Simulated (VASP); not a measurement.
# MgB2 (P6/mmm) in VASP: notebook

The runs below take MgB2 through single point, with PBEsol.

Everything below comes from runs of VASP 6.6.1. Logs are shortened: lines on timing, memory, paths and dates and some standing lists are left out, and cuts for length are marked.

### Step 1. The cell of the first run

It takes space group P6/mmm (No. 191, hexagonal). The conventional cell has a = 2.976 Å, b = 2.976 Å, c = 3.504 Å, α = 90.00°, β = 90.00°, γ = 120.00°. Mg (site symmetry 6/mmm) has 12 B at 2.45 Å and 6 Mg at 2.98 Å within 3.2 Å. Within 2.3 Å of B (site symmetry -6m2) lie 3 B at 1.72 Å.

### Step 2. Single point, PBEsol (strained)

INCAR

```
SYSTEM = MgB2
PREC = Accurate
ENCUT = 520
EDIFF = 1E-6
ISMEAR = 0
SIGMA = 0.1
LREAL = .FALSE.
LASPH = .TRUE.
NELM = 80
ALGO = Normal
ISIF = 2
LWAVE = .FALSE.
LCHARG = .FALSE.
GGA = PS
NBANDS = 11
```

KPOINTS

```
regular mesh
0
G
  15 15 10
  0 0 0
```

POSCAR

```
MgB2
1.0
    2.9760693306      0.0000000000      0.0000000000
   -1.4880346653      2.5773516437      0.0000000000
    0.0000000000      0.0000000000      3.5042928700
Mg B
1 2
Direct
    0.0000000000      0.0000000000      0.0000000000
    0.3333333333      0.6666666667      0.5000000000
    0.6666666667      0.3333333333      0.5000000000
```

Potentials or basis: VASP PAW PBE potentials, release 64 (Mg, B).

Started as:

```sh
$ cat potpaw_PBE.64/Mg/POTCAR potpaw_PBE.64/B/POTCAR > POTCAR
$ mpirun -np 1 vasp_std > vasp.out
```

OUTCAR:

```text
SYSTEM = MgB2
   PREC = Accurate
   ENCUT = 520
   EDIFF = 1E-6
   ISMEAR = 0
   LREAL = .FALSE.
   LASPH = .TRUE.
   NELM = 80
   ISIF = 2
   GGA = PS

 ion  position               nearest neighbor table
   1  0.000  0.000  0.000-   2 2.45   3 2.45   2 2.45   3 2.45   2 2.45   2 2.45   3 2.45   3 2.45
                             3 2.45   3 2.45   2 2.45   2 2.45
   2  0.333  0.667  0.500-   3 1.72   3 1.72   3 1.72   1 2.45   1 2.45   1 2.45   1 2.45   1 2.45
                             1 2.45
   3  0.667  0.333  0.500-   2 1.72   2 1.72   2 1.72   1 2.45   1 2.45   1 2.45   1 2.45   1 2.45
                             1 2.45

  LATTYP: Found a hexagonal cell.
 ALAT       =     2.9760693306
 C/A-ratio  =     1.1774903340

  Lattice vectors:

 A1 = (   2.9760693306,   0.0000000000,   0.0000000000)
 A2 = (  -1.4880346653,   2.5773516437,   0.0000000000)
 A3 = (   0.0000000000,   0.0000000000,   3.5042928700)

Analysis of symmetry for initial positions (statically):
=====================================================================
 Subroutine PRICEL returns:
 Original cell was already a primitive cell.

 Routine SETGRP: Setting up the symmetry group for a
 hexagonal supercell.

 Subroutine GETGRP returns: Found 24 space group operations
 (whereof 24 operations were pure point group operations)
 out of a pool of 24 trial point group operations.

The static configuration has the point symmetry D_6h.

Analysis of symmetry for dynamics (positions and initial velocities):
=====================================================================
 Subroutine PRICEL returns:
 Original cell was already a primitive cell.

 Routine SETGRP: Setting up the symmetry group for a
 hexagonal supercell.

 Subroutine GETGRP returns: Found 24 space group operations
 (whereof 24 operations were pure point group operations)
 out of a pool of 24 trial point group operations.

The dynamic configuration has the point symmetry D_6h.

 Subroutine INISYM returns: Found 24 space group operations
 (whereof 24 operations are pure point group operations),
 and found     1 'primitive' translations

----------------------------------------------------------------------------------------

                                     Primitive cell

  volume of cell :      26.8792

  direct lattice vectors                    reciprocal lattice vectors
     2.976069331  0.000000000  0.000000000     0.336013677  0.193997587  0.000000000
    -1.488034665  2.577351644  0.000000000     0.000000000  0.387995174  0.000000000
     0.000000000  0.000000000  3.504292870     0.000000000  0.000000000  0.285364277

  length of vectors
     2.976069331  2.976069331  3.504292870     0.387995174  0.387995174  0.285364277

  position of ions in fractional coordinates (direct lattice)
     0.000000000  0.000000000  0.000000000
     0.333333333  0.666666667  0.500000000
     0.666666667  0.333333333  0.500000000

  ion indices of the primitive-cell ions
   primitive index   ion index
                 1           1
                 2           2
                 3           3

----------------------------------------------------------------------------------------

 KPOINTS: regular mesh

Automatic generation of k-mesh.
 Grid dimensions read from file:
 generate k-points for:   15   15   10

 Generating k-lattice:

  Cartesian coordinates                     Fractional coordinates (reciprocal lattice)
     0.022400912  0.012933172  0.000000000     0.066666667  0.000000000  0.000000000
     0.000000000  0.025866345  0.000000000     0.000000000  0.066666667  0.000000000
     0.000000000  0.000000000  0.028536428     0.000000000  0.000000000  0.100000000

  Length of vectors
     0.025866345  0.025866345  0.028536428

  Shift w.r.t. Gamma in fractional coordinates (k-lattice)
     0.000000000  0.000000000  0.000000000

 Subroutine IBZKPT returns following result:
 ===========================================

 Found    162 irreducible k-points:

 Following reciprocal coordinates:
            Coordinates               Weight
  0.000000  0.000000  0.000000      1.000000
  0.066667 -0.000000  0.000000      6.000000
  0.133333 -0.000000  0.000000      6.000000
  0.200000 -0.000000  0.000000      6.000000
  0.266667 -0.000000  0.000000      6.000000
  0.333333 -0.000000  0.000000      6.000000
[... 16 lines left out ...]
  0.333333  0.200000  0.000000     12.000000
  0.400000  0.200000  0.000000      6.000000
 [... further k-points ...]
   k-points           NKPTS =    162   k-points in BZ     NKDIM =    162   number of bands    NBANDS=     11
   number of dos      NEDOS =    301   number of ions     NIONS =      3
   total plane-waves  NPLWV =  16128
   dimension x,y,z NGX =    24 NGY =   24 NGZ =   28
   dimension x,y,z NGXF=    48 NGYF=   48 NGZF=   56
   ions per type =               1   2
   NGX,Y,Z   is equivalent  to a cutoff of  13.41, 13.41, 13.28 a.u.
   NGXF,Y,Z  is equivalent  to a cutoff of  26.81, 26.81, 26.57 a.u.
 SYSTEM =  MgB2
   PREC   = accura    normal or accurate (medium, high low for compatibility)
   ISTART =      0    job   : 0-new  1-cont  2-samecut
   ICHARG =      2    charge: 1-file 2-atom 10-const
   ISPIN  =      1    spin polarized calculation?
   LNONCOLLINEAR =      F non collinear calculations
   LSORBIT =      F    spin-orbit coupling
   LASPH  =      T    aspherical Exc in radial PAW
   ENCUT  =  520.0 eV  38.22 Ry    6.18 a.u.   5.53  5.53  6.52*2*pi/ulx,y,z
   NELM   =     80;   NELMIN=  2; NELMDL= -5     # of ELM steps
   EDIFF  = 0.1E-05   stopping-criterion for ELM
   LREAL  =      F    real-space projection
   EDIFFG = 0.1E-04   stopping-criterion for IOM
   NSW    =      0    number of steps for IOM
   IBRION =     -1    ionic relax: 0-MD 1-quasi-New 2-CG
   NFREE  =      0    steps in history (QN), initial steepest desc. (CG)
   ISIF   =      2    stress and relaxation
   ISYM   =      2    0-nonsym 1-usesym 2-fastsym
   POTIM  = 0.5000    time-step for ionic-motion
   TEBEG  =    0.0;   TEEND  =   0.0 temperature during run
   PSTRESS=    0.0 pullay stress
   NELECT =       8.0000    total number of electrons
   NUPDOWN=      -1.0000    fix difference up-down
   EMIN   =  10.00;   EMAX   =-10.00  energy-range for DOS
   EFERMI =   0.00;   METHOD = LEGACY
   ISMEAR =     0;   SIGMA  =   0.10  broadening in eV -4-tet -1-fermi 0-gaus
   EFERMI_NEDOS =   21; number of points for ismear=-14 and -15
   IALGO  =     38    algorithm
   IMIX   =      4    mixing-type and parameters
     AMIX     =   0.40;   BMIX     =  1.00
     AMIX_MAG =   1.60;   BMIX_MAG =  1.00
  volume/ion in A,a.u.               =       8.96        60.46
  Fermi-wavevector in a.u.,A,eV,Ry     =   1.093031  2.065529 16.255107  1.194717
  Thomas-Fermi vector in A             =   2.229308
   LORBIT       =      0    0 simple, 1 ext, 2 COOP (PROOUT), +10 PAW based schemes
   GGA     = PS    functional components
   LHFCALC =     F    Hartree Fock is set to
   AEXX    =    0.0000 exact exchange contribution
   IVDW    =     0    specifies the selected vdW correction
   LEPSILON=     F    determine dielectric tensor
   LRPA    =     F    only Hartree local field effects (RPA)
 non-spin polarized calculation
 Gauss-broadening in eV      SIGMA  =   0.10
  energy-cutoff  :      520.00
  volume of cell :       26.88
 maximum number of plane-waves:       753
 NGX is ok and might be reduce to    24
   NGX = 11   NGY = 11   NGZ = 13

 number of electron       8.0000000 magnetization

 Free energy of the ion-electron system (eV)
  ---------------------------------------------------
  ext. energy  EPLUGINS =         0.00000000
  ---------------------------------------------------
  free energy    TOTEN  =       -16.14864613 eV

  energy without entropy =      -16.14552317  energy(sigma->0) =      -16.14708465

 E-fermi :   5.7766     XC(G=0): -11.2916

 val. band max:        5.7626007925   @ k =   0.1333  -0.0000   0.2000
 cond. band min:       5.7949191637   @ k =   0.3333   0.3333   0.2000
 fundamental gap:      0.0323183712
 Fermi energy:         5.7765563351

 k-point     1 :       0.0000    0.0000    0.0000
  band No.  band energies     occupation
      1      -7.1279      2.00000
      2       2.3424      2.00000
      3       6.3566      0.00000
      4       6.3566      0.00000
      5       7.0774      0.00000
      6      12.7151      0.00000
      7      12.7151      0.00000
      8      15.2523      0.00000
      9      16.6053      0.00000
     10      19.5810      0.00000
     11      22.4680      0.00000

 k-point     2 :       0.0667   -0.0000    0.0000
  band No.  band energies     occupation
      1      -7.0456      2.00000
      2       2.4236      2.00000
      3       5.9417      0.01951
      4       6.1514      0.00000
      5       7.1507      0.00000
      6      12.6906      0.00000
      7      13.0904      0.00000
      8      15.3591      0.00000
      9      16.2786      0.00000
     10      19.9885      0.00000
     11      22.1567      0.00000

 k-point     3 :       0.1333   -0.0000    0.0000
  band No.  band energies     occupation
      1      -6.7992      2.00000
      2       2.6664      2.00000
      3       4.8881      2.00000
      4       5.6568      1.90965
      5       7.3810      0.00000
      6      12.5019      0.00000
      7      14.0907      0.00000
      8      15.3784      0.00000
      9      15.6422      0.00000
     10      21.0697      0.00000
     11      21.5520      0.00000
[... 267 lines left out ...]
 k-point    23 :       0.3333    0.2000    0.0000
  band No.  band energies     occupation
      1      -3.2421      2.00000
      2      -0.9439      2.00000
      3       1.3359      2.00000
      4       5.9530      0.01256
      5       9.0158      0.00000
      6      10.7650      0.00000
      7      12.3584      0.00000
      8      14.6699      0.00000
      9      15.6842      0.00000
     10      18.4126      0.00000
     11      19.6962      0.00000

 k-point    24 :       0.4000    0.2000    0.0000
  band No.  band energies     occupation
      1      -2.4256      2.00000
      2      -1.8658      2.00000
      3       1.2416      2.00000
      4       6.3824      0.00000
      5       8.4925      0.00000
      6      11.3637      0.00000
      7      11.8136      0.00000
      8      14.6264      0.00000
      9      15.5262      0.00000
     10      18.3569      0.00000
     11      20.9651      0.00000

 [... further k-points ...]
[... 5 lines left out ...]
  --------------------------------------------------------------------------------------
  -------------------------------------------------------------------------------------
  Total        2.7421785      2.7421785      0.2236465      0.0000000     -0.0000000      0.0000000
  in kB      163.4516048    163.4516048     13.3307819      0.0000000     -0.0000000      0.0000000
  external PRESSURE =     113.4113305 kB  Pullay stress =       0.0000000 kB

 VOLUME and BASIS-vectors are now :
 -----------------------------------------------------------------------------
  energy-cutoff  :      520.00
  volume of cell :       26.88
      direct lattice vectors                 reciprocal lattice vectors
     2.976069331  0.000000000  0.000000000     0.336013677  0.193997587  0.000000000
    -1.488034665  2.577351644  0.000000000     0.000000000  0.387995174  0.000000000
     0.000000000  0.000000000  3.504292870     0.000000000  0.000000000  0.285364277

 POSITION                                       TOTAL-FORCE (eV/Angst)
 -----------------------------------------------------------------------------------
      0.00000      0.00000      0.00000         0.000000      0.000000      0.000000
     -0.00000      1.71823      1.75215        -0.000000      0.000000      0.000000
      1.48803      0.85912      1.75215         0.000000      0.000000      0.000000
 -----------------------------------------------------------------------------------
    total drift:                                0.000000     -0.000000      0.000000

  FREE ENERGIE OF THE ION-ELECTRON SYSTEM (eV)
  ---------------------------------------------------
  free  energy   TOTEN  =       -16.1486461339 eV

  energy  without entropy=      -16.1455231707  energy(sigma->0) =      -16.14708465
```

It took 22 s on 1 thread of AMD EPYC 9R45 (Zen 5), shared host; peak memory 0.15 GiB.

Results:

- Free energy: -16.1486 eV
- Pressure: 11.3 GPa
- Band gap on the k mesh: zero (band 4 reaches 7.48 eV, above the bottom of band 5 at 3.67 eV)

Stress tensor (GPa, compression positive):
```
16.35  0.00  0.00
 0.00 16.35  0.00
 0.00  0.00  1.33
```

Caveat: the cell differs from its parent crystal (strained); the PAW data sets were made with another functional, which shifts forces and pressure a little.

### Step 3. Single point, PBEsol (strained)

INCAR

```
SYSTEM = MgB2
PREC     = Accurate       ! precision mode
ENCUT    = 520            ! plane-wave cutoff, eV
EDIFF    = 1E-6           ! SCF threshold, eV
ISMEAR   = 0              ! smearing method
SIGMA    = 0.1            ! smearing width, eV
LREAL    = .FALSE.        ! projectors in reciprocal space
LASPH    = .TRUE.         ! aspherical terms in the spheres
NELM     = 60             ! most SCF steps
ALGO     = Normal         ! electronic algorithm
ISIF     = 2              ! what is computed and relaxed
LWAVE    = .FALSE.        ! write WAVECAR
LCHARG   = .FALSE.        ! write CHGCAR
GGA      = PS             ! functional
NBANDS   = 11             ! bands
```

KPOINTS

```
Automatic mesh
0
G
  15 15 12
  0 0 0
```

POSCAR

```
MgB2
1.0
    2.9976951856      0.0000000000      0.0000000000
   -1.4988475928      2.5960801835      0.0000000000
    0.0000000000      0.0000000000      3.4761441000
Mg B
1 2
Direct
    0.0000000000      0.0000000000      0.0000000000
    0.3333333333      0.6666666667      0.5000000000
    0.6666666667      0.3333333333      0.5000000000
```

Potentials or basis: VASP PAW PBE potentials, release 64 (Mg, B).

Started as:

```sh
$ cat potpaw_PBE.64/Mg/POTCAR potpaw_PBE.64/B/POTCAR > POTCAR
$ mpirun -np 1 vasp_std > vasp.out
```

Run time: 23 s. Hardware: 1 thread of AMD EPYC 9R45 (Zen 5), shared host; peak memory 0.16 GiB.

Results (log left out):

```
Free energy            : -16.1791 eV
Pressure               : 9.3 GPa
Band gap on the k mesh : zero (band 4 reaches 7.50 eV, above the bottom of band 5 at 3.60 eV)
```

Stress tensor (GPa, compression positive):
```
12.02  0.00  0.00
 0.00 12.02  0.00
 0.00  0.00  3.85
```

Levels at points of the mesh, in eV from the Fermi level:
```tsv
k point	band 2	band 3	band 4	band 5	band 6	band 7
(0.00, 0.00, 0.00)	-3.25	0.50	0.50	1.53	6.75	6.75
(0.00, 0.00, 0.50)	-7.84	0.89	0.89	7.02	7.02	8.56
```

Caveat: the cell differs from its parent crystal (strained); the PAW data sets were made with another functional, which shifts forces and pressure a little.

### Step 4. Single point, PBEsol (strained)

INCAR

```
  PREC = Accurate
  ENCUT = 520
  EDIFF = 1E-6
  ISMEAR = 0
  SIGMA = 0.1
  LREAL = F
  LASPH = T
  NELM = 80
  ALGO = Normal
  ISIF = 2
  LWAVE = F
  LCHARG = F
  GGA = PS
  NBANDS = 11
```

KPOINTS

```
Automatic mesh
0
Gamma
  15 15 12
```

POSCAR

```
MgB2
1.0
    2.9586082266      0.0000000000      0.0000000000
   -1.4793041133      2.5622298841      0.0000000000
    0.0000000000      0.0000000000      3.5900426900
Mg B
1 2
Direct
    0.0000000000      0.0000000000      0.0000000000
    0.3333333333      0.6666666667      0.5000000000
    0.6666666667      0.3333333333      0.5000000000
```

Started as:

```sh
$ cat potpaw_PBE.64/Mg/POTCAR potpaw_PBE.64/B/POTCAR > POTCAR
$ mpirun -np 1 vasp_std > vasp.out
```

Run time: 24 s. Hardware: 1 thread of AMD EPYC 9R45 (Zen 5), shared host; peak memory 0.16 GiB.

Results (log left out):

```
Free energy            : -16.1038 eV
Pressure               : 10.6 GPa
Band gap on the k mesh : zero (band 4 reaches 7.28 eV, above the bottom of band 5 at 3.68 eV)
```

Stress tensor (GPa, compression positive):
```
18.89  0.00  0.00
 0.00 18.89  0.00
 0.00  0.00 -5.93
```

Levels at points of the mesh, in eV from the Fermi level:
```csv
k point,band 1,band 2,band 3,band 4,band 5,band 6,band 7,band 8,band 9
"(0.00, 0.00, 0.00)",-12.92,-3.78,0.66,0.66,0.70,7.14,7.14,9.78,10.87
"(0.00, 0.00, 0.50)",-11.73,-8.03,0.97,0.97,7.34,7.34,8.71,9.01,11.69
```

Caveat: the cell differs from its parent crystal (strained); the PAW data sets were made with another functional, which shifts forces and pressure a little.

### Step 5. The runs side by side

| cell | k mesh | gap on the mesh (eV) | pressure (GPa) |
| --- | --- | --- | --- |
| a = 2.976, b = 2.976, c = 3.504 Å, angles 90.0, 90.0, 120.0°, 3 atoms | 15 × 15 × 10 | none | 11.3 |
| a = 2.998, b = 2.998, c = 3.476 Å, angles 90.0, 90.0, 120.0°, 3 atoms | 15 × 15 × 12 | none | 9.3 |
| a = 2.959, b = 2.959, c = 3.590 Å, angles 90.0, 90.0, 120.0°, 3 atoms | 15 × 15 × 12 | none | 10.6 |

Alike in all rows: task single point; level PBEsol; potentials or basis VASP PAW PBE potentials, release 64 (Mg, B); no spin polarisation; cutoff (eV) 520; smearing gaussian 0.1 eV.

Caveats: the PAW data sets were made with another functional, which shifts forces and pressure a little.

Absolute energies hang on the potentials; compare differences alone.
